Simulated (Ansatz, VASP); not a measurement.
**KI in VASP and in Ansatz**

File INCAR:

```
  AGGAC = 1.0
  AGGAX = 1.0
  ALDAC = 0.0
  ALDAX = 1.0
  ALGO = Normal
  EDIFF = 1E-6
  ENCUT = 520
  GGA = B5
  ISIF = 2
  ISMEAR = -1
  LASPH = True
  LCHARG = False
  LREAL = False
  LWAVE = False
  NBANDS = 15
  NELM = 100
  PREC = Accurate
  SIGMA = 0.05
```

File KPOINTS:

```
k-points
0
Gamma
  4 4 4
```

POSCAR

```
KI
1.0
    0.0000000000      3.5327750000      3.5327750000
    3.5327750000      0.0000000000      3.5327750000
    3.5327750000      3.5327750000      0.0000000000
I K
1 1
Direct
    0.5000000000      0.5000000000      0.5000000000
    0.0000000000      0.0000000000      0.0000000000
```

File input.yaml:

```yaml
crystal:
  lattice:
    - [0.0, 3.532775, 3.532775]
    - [3.532775, 0.0, 3.532775]
    - [3.532775, 3.532775, 0.0]
  atoms:
    - { symbol: I, position: [0.5, 0.5, 0.5] }
    - { symbol: K, position: [0.0, 0.0, 0.0] }
hamiltonian:
  xc: blyp
  pseudopotentials: { kind: paw }
kpoints:
  mp_grid: { grid: [4, 4, 4] }
scf:
  occupations: { method: fermi_dirac, width: 0.05 }
  n_extra_bands: 6
output:
  forces: true
  stress: true
  eigenvalues: true
  dos: { projected: true, de: 0.05, nscf_kmesh: { grid: [6, 6, 6] } }
  write_density: true
  write_potential: true
  elf: true
  volumetric_format: npy
```

Alike in both runs: functional BLYP; k mesh 4 × 4 × 4; occupations fermi-dirac, width 0.05 eV; no spin polarisation.

|  | VASP | Ansatz |
| --- | --- | --- |
| version | VASP 6.6.1 | Ansatz 0.2.0 |
| potentials or method | VASP PAW PBE potentials, release 64 (I, K_sv) | Ansatz PAW |
| plane-wave cutoff (eV) | 520 | 420 |
| valence electrons in the cell | 16 | 26 |
| task | single point | projected density of states |

Ansatz gave:

* gap on the k mesh at the Fermi level (eV): 4.00
* least direct gap on the mesh (eV): 4.00
* pressure (GPa): 1.3

Q: What did VASP give for the same quantities?

A: gap on the k mesh at the Fermi level (eV): 4.00; least direct gap on the mesh (eV): 4.00; pressure (GPa): 1.4.

VASP's potentials were made for PBE, not for BLYP. VASP's potentials hold 16 valence electrons a cell and Ansatz's 26, so a difference there can come from the potentials and not from the codes.

Neither program's run includes spin-orbit coupling.
